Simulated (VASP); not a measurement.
# Cr (I4/mmm) in VASP: a series of runs, part 2 of 2

VASP 6.6.1. Earlier steps stand in the parts before.

## (3) Single point, PBE, collinear spin, antiferromagnetic start (12.23 Å³/atom)

This run uses another cell than the first one, of 12.23 Å³/atom.

The input, INCAR:

```
SYSTEM = Cr
PREC = Accurate
ENCUT = 500
EDIFF = 1E-6
ISMEAR = -1
SIGMA = 0.05
LREAL = .False.
LASPH = .True.
NELM = 200
ALGO = Normal
ISIF = 2
LWAVE = .False.
LCHARG = .True.
ISPIN = 2
MAGMOM = 1.011 -1.011
LORBIT = 11
LMAXMIX = 4
GGA = PE
LELF = .True.
LVHAR = .True.
NBANDS = 23
GGA_COMPAT = .False.
```

The input, KPOINTS:

```
Automatic mesh
0
Gamma
  12 12 12
  0 0 0
```

The input, POSCAR:

```
Cr
1.0
    2.9024494883      0.0000000000      0.0000000000
    0.0000000000      2.9024494883      0.0000000000
    0.0000000000      0.0000000000      2.9044236888
Cr
2
Direct
    1.0000000000      0.0000000000      0.0000000000
    0.5000000000      0.5000000000      0.5000000000
```

Potentials or basis: VASP PAW PBE potentials, release 64 (Cr_pv).

Command:

```sh
$ cat potpaw_PBE.64/Cr_pv/POTCAR > POTCAR
$ mpirun -np 1 vasp_std > vasp.out
```

OUTCAR:

```text
SYSTEM = Cr
   PREC = Accurate
   ENCUT = 500
   EDIFF = 1E-6
   ISMEAR = -1
   LREAL = .False.
   LASPH = .True.
   NELM = 200
   ISIF = 2
   ISPIN = 2
   LORBIT = 11
   GGA = PE

 ion  position               nearest neighbor table
   1  0.000  0.000  0.000-   2 2.51   2 2.51   2 2.51   2 2.51   2 2.51   2 2.51   2 2.51   2 2.51

   2  0.500  0.500  0.500-   1 2.51   1 2.51   1 2.51   1 2.51   1 2.51   1 2.51   1 2.51   1 2.51

  LATTYP: Found a simple tetragonal cell.
 ALAT       =     2.9024494883
 C/A-ratio  =     1.0006801843

  Lattice vectors:

 A1 = (   2.9024494883,   0.0000000000,   0.0000000000)
 A2 = (   0.0000000000,   2.9024494883,   0.0000000000)
 A3 = (   0.0000000000,   0.0000000000,   2.9044236888)

Analysis of symmetry for initial positions (statically):
=====================================================================
 Subroutine PRICEL returns following result:

  LATTYP: Found a body centered tetragonal cell.
 ALAT       =     2.9024494883
 C/A-ratio  =     1.0006801843
[... 12 lines left out ...]
 Subroutine GETGRP returns: Found 16 space group operations
 (whereof 16 operations were pure point group operations)
 out of a pool of 16 trial point group operations.

The static configuration has the point symmetry D_4h.

Analysis of symmetry for dynamics (positions and initial velocities):
=====================================================================
 Subroutine PRICEL returns following result:

  LATTYP: Found a body centered tetragonal cell.
 ALAT       =     2.9024494883
 C/A-ratio  =     1.0006801843
[... 12 lines left out ...]
 Subroutine GETGRP returns: Found 16 space group operations
 (whereof 16 operations were pure point group operations)
 out of a pool of 16 trial point group operations.

The dynamic configuration has the point symmetry D_4h.

Analysis of structural, dynamic, and magnetic symmetry:
=====================================================================
 Subroutine PRICEL returns following result:

  LATTYP: Found a body centered tetragonal cell.
 ALAT       =     2.9024494883
 C/A-ratio  =     1.0006801843
[... 12 lines left out ...]
 Subroutine GETGRP returns: Found 16 space group operations
 (whereof 16 operations were pure point group operations)
[... 146 lines left out ...]
  free energy    TOTEN  =       -19.04573980 eV

  energy without entropy =      -19.04141292  energy(sigma->0) =      -19.04357636

 E-fermi :  10.1705     XC(G=0): -13.3154

 val. band max:       10.1432158323   @ k =   0.0000   0.0000   0.4167
 cond. band min:      10.2423109374   @ k =   0.5000   0.0000   0.4167
 fundamental gap:      0.0990951051
 Fermi energy:        10.1705342149

 spin component 1

 k-point     1 :       0.0000    0.0000    0.0000
  band No.  band energies     occupation
      1     -33.4564      1.00000
      2     -33.4553      1.00000
      3     -33.4553      1.00000
      4     -31.9779      1.00000
      5     -31.9770      1.00000
      6     -31.9770      1.00000
[... 613 lines left out ...]
     22      21.9302      0.00000
     23      27.1599      0.00000

 [... further k-points ...]

 spin component 2

 k-point     1 :       0.0000    0.0000    0.0000
  band No.  band energies     occupation
      1     -33.4564      1.00000
      2     -33.4553      1.00000
      3     -33.4553      1.00000
      4     -31.9779      1.00000
      5     -31.9770      1.00000
      6     -31.9770      1.00000
[... 613 lines left out ...]
     22      21.9302      0.00000
     23      27.1599      0.00000

 [... further k-points ...]

------------------------ aborting loop because EDIFF is reached ----------------------------------------

  FORCE on cell =-STRESS in cart. coord.  units (eV):
  Direction    XX          YY          ZZ          XY          YZ          ZX
  --------------------------------------------------------------------------------------
  -------------------------------------------------------------------------------------
  Total       -0.9458555     -0.9458555     -0.9814313      0.0000000      0.0000000     -0.0000000
  in kB      -61.9364167    -61.9364167    -64.2659861      0.0000000      0.0000000     -0.0000000
  external PRESSURE =     -62.7129398 kB  Pullay stress =       0.0000000 kB

 VOLUME and BASIS-vectors are now :
 -----------------------------------------------------------------------------
  energy-cutoff  :      500.00
  volume of cell :       24.47
      direct lattice vectors                 reciprocal lattice vectors
     2.902449488  0.000000000  0.000000000     0.344536573  0.000000000  0.000000000
     0.000000000  2.902449488  0.000000000     0.000000000  0.344536573  0.000000000
     0.000000000  0.000000000  2.904423689     0.000000000  0.000000000  0.344302384

 POSITION                                       TOTAL-FORCE (eV/Angst)
 -----------------------------------------------------------------------------------
      0.00000      0.00000      0.00000        -0.000000     -0.000000     -0.000000
      1.45122      1.45122      1.45221         0.000000      0.000000      0.000000
 -----------------------------------------------------------------------------------
    total drift:                                0.000000      0.000000     -0.000000

  FREE ENERGIE OF THE ION-ELECTRON SYSTEM (eV)
  ---------------------------------------------------
  free  energy   TOTEN  =       -19.0457398016 eV

  energy  without entropy=      -19.0414129177  energy(sigma->0) =      -19.04357636

 total charge

# of ion       s       p       d       tot
------------------------------------------
    1        0.419   6.369   4.156  10.943
    2        0.419   6.369   4.156  10.943
--------------------------------------------------
tot          0.839  12.737   8.311  21.887

 magnetization (x)

# of ion       s       p       d       tot
------------------------------------------
    1        0.018   0.012   1.350   1.379
    2       -0.018  -0.012  -1.350  -1.379
--------------------------------------------------
tot          0.000   0.000   0.000   0.000
```

OSZICAR:

```text
N       E                     dE             d eps       ncg     rms          rms(c)
DAV:   1     0.239067322282E+03    0.23907E+03   -0.12954E+04 18079   0.124E+03
DAV:   2    -0.144677591416E+02   -0.25354E+03   -0.24428E+03 18319   0.373E+02
DAV:   3    -0.223062465039E+02   -0.78385E+01   -0.77854E+01 22183   0.776E+01
DAV:   4    -0.223776951931E+02   -0.71449E-01   -0.71363E-01 20602   0.737E+00
DAV:   5    -0.223786595044E+02   -0.96431E-03   -0.96413E-03 19494   0.817E-01    0.175E+01
DAV:   6    -0.190255924211E+02    0.33531E+01   -0.10230E+01 19306   0.378E+01    0.440E+00
DAV:   7    -0.190246865464E+02    0.90587E-03   -0.28529E-01 19019   0.561E+00    0.240E+00
DAV:   8    -0.190233660466E+02    0.13205E-02   -0.35716E-02 20146   0.981E-01    0.131E+00
DAV:   9    -0.190313378309E+02   -0.79718E-02   -0.13652E-01 22112   0.183E+00    0.679E-01
DAV:  10    -0.190336666428E+02   -0.23288E-02   -0.52759E-03 19957   0.454E-01    0.593E-01
DAV:  11    -0.190448451428E+02   -0.11179E-01   -0.32792E-01 22355   0.273E+00    0.398E-01
DAV:  12    -0.190457133907E+02   -0.86825E-03   -0.52926E-03 19530   0.483E-01    0.110E-01
DAV:  13    -0.190457104879E+02    0.29028E-05   -0.16116E-03 20274   0.206E-01    0.595E-02
DAV:  14    -0.190457307472E+02   -0.20259E-04   -0.86316E-05 20230   0.727E-02    0.277E-02
DAV:  15    -0.190457395085E+02   -0.87613E-05   -0.28797E-04 23145   0.728E-02    0.419E-03
DAV:  16    -0.190457398016E+02   -0.29311E-06   -0.76149E-06 19170   0.226E-02
   1 F= -.19045740E+02 E0= -.19043576E+02  d E =-.432688E-02  mag=    -0.0000
```

stdout:

```text
POSCAR found type information on POSCAR Cr
 POSCAR found :  1 types and       2 ions
 scaLAPACK will be used
 LDA part: xc-table for (Slater+PW92), standard interpolation
 POSCAR, INCAR and KPOINTS ok, starting setup
 FFT: planning ... GRIDC
 FFT: planning ... GRID_SOFT
 FFT: planning ... GRID
 WAVECAR not read
 entering main loop
```

Wall time 6.5 min (1 thread of Oxide Virtual Turin-like, shared host); peak memory 0.22 GiB.

Results:

```yaml
Free_energy: -19.0457 eV
Pressure: -6.3 GPa
Band_gap_on_the_k_mesh: zero (filled and empty bands overlap)
Net_moment: 0.00 μB per cell
Site_moments: Cr +1.38, -1.38 μB
Valence_electrons_inside_the_program's_atomic_spheres: Cr 10.94
```

Stress tensor (GPa, compression positive):
```
-6.19  0.00  0.00
 0.00 -6.19  0.00
 0.00  0.00 -6.43
```

Levels at points of the mesh, in eV from the Fermi level:
Spin up:
| k point | band 10 | band 11 | band 12 | band 13 | band 14 | band 15 |
| --- | --- | --- | --- | --- | --- | --- |
| (0.00, 0.00, 0.00) | -0.86 | -0.86 | -0.85 | 1.25 | 1.25 | 2.57 |
| (0.50, 0.00, 0.00) | -1.05 | -0.88 | -0.87 | 0.07 | 0.38 | 0.38 |
| (0.50, 0.50, 0.00) | -2.24 | 0.94 | 1.01 | 1.01 | 1.05 | 1.39 |
| (0.00, 0.00, 0.50) | -1.05 | -0.87 | -0.87 | 0.07 | 0.38 | 0.38 |
| (0.50, 0.00, 0.50) | -2.23 | 0.94 | 1.00 | 1.00 | 1.05 | 1.38 |
| (0.50, 0.50, 0.50) | -1.68 | -1.67 | -1.67 | 0.99 | 1.00 | 2.15 |
Spin down:
```tsv
k point	band 9	band 10	band 11	band 12	band 13	band 14	band 15	band 16
(0.00, 0.00, 0.00)	-3.93	-0.86	-0.86	-0.85	1.25	1.25	2.57	2.57
(0.50, 0.00, 0.00)	-2.01	-1.05	-0.88	-0.87	0.07	0.38	0.38	1.49
(0.50, 0.50, 0.00)	-2.24	-2.24	0.94	1.01	1.01	1.05	1.39	2.09
(0.00, 0.00, 0.50)	-2.01	-1.05	-0.87	-0.87	0.07	0.38	0.38	1.49
(0.50, 0.00, 0.50)	-2.23	-2.23	0.94	1.00	1.00	1.05	1.38	2.09
(0.50, 0.50, 0.50)	-2.53	-1.68	-1.67	-1.67	0.99	1.00	2.15	2.15
```

Caveat: the cell stands under tension; the antiferromagnetic order is the one typed at the start, and another may lie lower.

## (4) Single point, PBE, collinear spin, antiferromagnetic start (12.70 Å³/atom)

This run uses another cell than the first one, of 12.70 Å³/atom.

The input, INCAR:

```
SYSTEM = Cr
PREC     = Accurate       ! precision mode
ENCUT    = 500            ! plane-wave cutoff, eV
EDIFF    = 1E-6           ! SCF threshold, eV
ISMEAR   = -1             ! smearing method
SIGMA    = 0.05           ! smearing width, eV
LREAL    = .FALSE.        ! projectors in reciprocal space
LASPH    = .TRUE.         ! aspherical terms in the spheres
NELM     = 200            ! most SCF steps
ALGO     = Normal         ! electronic algorithm
ISIF     = 2              ! what is computed and relaxed
LWAVE    = .FALSE.        ! write WAVECAR
LCHARG   = .TRUE.         ! write CHGCAR
ISPIN    = 2              ! spin polarisation
MAGMOM   = 1.011 -1.011   ! initial moments
LORBIT   = 11             ! projections on sites
LMAXMIX  = 4              ! l up to which the mixer works
GGA      = PE             ! functional
LELF     = .TRUE.         ! ELF
LVHAR    = .TRUE.       
NBANDS   = 23             ! bands
GGA_COMPAT= .FALSE.
```

The input, KPOINTS:

```
Automatic mesh
0
G
  12 12 12
  0 0 0
```

The input, POSCAR:

```
Cr
1.0
    2.9391932559      0.0000000000      0.0000000000
    0.0000000000      2.9391932559      0.0000000000
    0.0000000000      0.0000000000      2.9411924489
Cr
2
Direct
    1.0000000000      0.0000000000      0.0000000000
    0.5000000000      0.5000000000      0.5000000000
```

Command:

```sh
$ cat potpaw_PBE.64/Cr_pv/POTCAR > POTCAR
$ mpirun -np 1 vasp_std > vasp.out
```

Wall time 3.5 min (1 thread of Oxide Virtual Turin-like, shared host); peak memory 0.22 GiB.

The run converged. Its results:

```
Free energy                                           : -18.9967 eV
Pressure                                              : -10.6 GPa
Band gap on the k mesh                                : zero (filled and empty bands overlap)
Net moment                                            : 0.00 μB per cell
Site moments                                          : Cr +1.64, -1.64 μB
Valence electrons inside the program's atomic spheres : Cr 10.87
```

Stress tensor (GPa, compression positive):
```
-10.50   0.00   0.00
  0.00 -10.50   0.00
  0.00   0.00 -10.72
```

Levels at points of the mesh, in eV from the Fermi level:
Spin up:
```
           k point  band 9  band 10  band 11  band 12  band 13  band 14  band 15  band 16
(0.00, 0.00, 0.00)   -3.73    -0.84    -0.84    -0.84     1.26     1.26     2.56     2.56
(0.50, 0.00, 0.00)   -1.98    -0.94    -0.93    -0.82    -0.04     0.54     0.54     1.62
(0.50, 0.50, 0.00)   -2.13    -2.13     0.80     0.93     0.93     1.00     1.42     2.18
(0.00, 0.00, 0.50)   -1.98    -0.93    -0.93    -0.82    -0.04     0.54     0.54     1.62
(0.50, 0.00, 0.50)   -2.13    -2.13     0.79     0.92     0.92     0.99     1.42     2.18
(0.50, 0.50, 0.50)   -2.50    -1.50    -1.49    -1.49     0.84     0.85     2.23     2.24
```
Spin down:
| k point | band 10 | band 11 | band 12 | band 13 | band 14 | band 15 |
| --- | --- | --- | --- | --- | --- | --- |
| (0.00, 0.00, 0.00) | -0.84 | -0.84 | -0.84 | 1.26 | 1.26 | 2.56 |
| (0.50, 0.00, 0.00) | -0.94 | -0.93 | -0.82 | -0.04 | 0.54 | 0.54 |
| (0.50, 0.50, 0.00) | -2.13 | 0.80 | 0.93 | 0.93 | 1.00 | 1.42 |
| (0.00, 0.00, 0.50) | -0.93 | -0.93 | -0.82 | -0.04 | 0.54 | 0.54 |
| (0.50, 0.00, 0.50) | -2.13 | 0.79 | 0.92 | 0.92 | 0.99 | 1.42 |
| (0.50, 0.50, 0.50) | -1.50 | -1.49 | -1.49 | 0.84 | 0.85 | 2.23 |

Caveat: the cell stands under tension; the antiferromagnetic order is the one typed at the start, and another may lie lower.

## (5) Single point, PBE, collinear spin, antiferromagnetic start (13.17 Å³/atom)

This run uses another cell than the first one, of 13.17 Å³/atom.

The input, INCAR:

```
SYSTEM = Cr
PREC = Accurate
ENCUT = 500
EDIFF = 1E-6
ISMEAR = -1
SIGMA = 0.05
LREAL = .FALSE.
LASPH = .TRUE.
NELM = 200
ALGO = Normal
ISIF = 2
LWAVE = .FALSE.
LCHARG = .TRUE.
ISPIN = 2
MAGMOM = 1.011 -1.011
LORBIT = 11
LMAXMIX = 4
GGA = PE
LELF = .TRUE.
LVHAR = .TRUE.
NBANDS = 23
GGA_COMPAT = .FALSE.
```

KPOINTS is that of step 4.

The input, POSCAR:

```
Cr
1.0
    2.9750406090      0.0000000000      0.0000000000
    0.0000000000      2.9750406090      0.0000000000
    0.0000000000      0.0000000000      2.9770641848
Cr
2
Direct
    1.0000000000      0.0000000000      0.0000000000
    0.5000000000      0.5000000000      0.5000000000
```

Command:

```sh
$ cat potpaw_PBE.64/Cr_pv/POTCAR > POTCAR
$ mpirun -np 1 vasp_std > vasp.out
```

It took 7.5 min on 1 thread of Oxide Virtual Turin-like, shared host; peak memory 0.23 GiB.

Results (log left out):

```
Free energy                                           : -18.9258 eV
Pressure                                              : -13.7 GPa
Band gap on the k mesh                                : zero (filled and empty bands overlap)
Net moment                                            : 0.00 μB per cell
Site moments                                          : Cr +1.86, -1.86 μB
Valence electrons inside the program's atomic spheres : Cr 10.81
```

Stress tensor (GPa, compression positive):
```
-13.61   0.00   0.00
  0.00 -13.61   0.00
  0.00   0.00 -13.80
```

Levels at points of the mesh, in eV from the Fermi level:
Spin up:
| k point | band 9 | band 10 | band 11 | band 12 | band 13 | band 14 | band 15 | band 16 |
| --- | --- | --- | --- | --- | --- | --- | --- | --- |
| (0.00, 0.00, 0.00) | -3.57 | -0.86 | -0.86 | -0.86 | 1.25 | 1.25 | 2.54 | 2.54 |
| (0.50, 0.00, 0.00) | -1.98 | -1.01 | -1.01 | -0.63 | -0.17 | 0.66 | 0.66 | 1.56 |
| (0.50, 0.50, 0.00) | -2.07 | -2.07 | 0.64 | 0.83 | 0.83 | 0.92 | 1.44 | 2.24 |
| (0.00, 0.00, 0.50) | -1.99 | -1.01 | -1.01 | -0.63 | -0.16 | 0.66 | 0.66 | 1.55 |
| (0.50, 0.00, 0.50) | -2.06 | -2.06 | 0.63 | 0.82 | 0.82 | 0.91 | 1.43 | 2.23 |
| (0.50, 0.50, 0.50) | -2.50 | -1.36 | -1.36 | -1.36 | 0.68 | 0.68 | 2.29 | 2.29 |
Spin down:
```
           k point  band 9  band 10  band 11  band 12  band 13  band 14  band 15  band 16
(0.00, 0.00, 0.00)   -3.57    -0.86    -0.86    -0.86     1.25     1.25     2.54     2.54
(0.50, 0.00, 0.00)   -1.98    -1.01    -1.01    -0.63    -0.17     0.66     0.66     1.56
(0.50, 0.50, 0.00)   -2.07    -2.07     0.64     0.83     0.83     0.92     1.44     2.24
(0.00, 0.00, 0.50)   -1.99    -1.01    -1.01    -0.63    -0.16     0.66     0.66     1.55
(0.50, 0.00, 0.50)   -2.06    -2.06     0.63     0.82     0.82     0.91     1.43     2.23
(0.50, 0.50, 0.50)   -2.50    -1.36    -1.36    -1.36     0.68     0.68     2.29     2.29
```

Caveat: the cell stands under tension; an empty level that is flat over the whole mesh can mark a ghost state of the potentials, or a narrow d or f band; the antiferromagnetic order is the one typed at the start, and another may lie lower.

## (6) Summary

| cell | cutoff (eV) | gap on the mesh (eV) | pressure (GPa) | moment (μB) |
| --- | --- | --- | --- | --- |
| a = 2.745, b = 2.745, c = 2.747 Å, 2 atoms | 520 | none | 34.8 | 0.00 |
| a = 2.902, b = 2.902, c = 2.904 Å, 2 atoms | 500 | none | -6.3 | 0.00 |
| a = 2.939, b = 2.939, c = 2.941 Å, 2 atoms | 500 | none | -10.6 | 0.00 |
| a = 2.975, b = 2.975, c = 2.977 Å, 2 atoms | 500 | none | -13.7 | 0.00 |

Alike in all rows: task single point; level PBE; potentials or basis VASP PAW PBE potentials, release 64 (Cr_pv); spin collinear, antiferromagnetic start; k mesh 12 × 12 × 12; smearing fermi-dirac 0.05 eV.

Caveats: the cell stands under tension (at least some runs); the antiferromagnetic order is the one typed at the start, and another may lie lower (at least some runs); an empty level that is flat over the whole mesh can mark a ghost state of the potentials, or a narrow d or f band (at least some runs); the cell stands under pressure (at least some runs); the moments typed at the start vanished in this run (at least some runs).

Total energies depend on the potentials used, so only differences within one code and one set of settings carry meaning.

The gap in the log of VASP goes by the Fermi energy; the results here count the filled bands.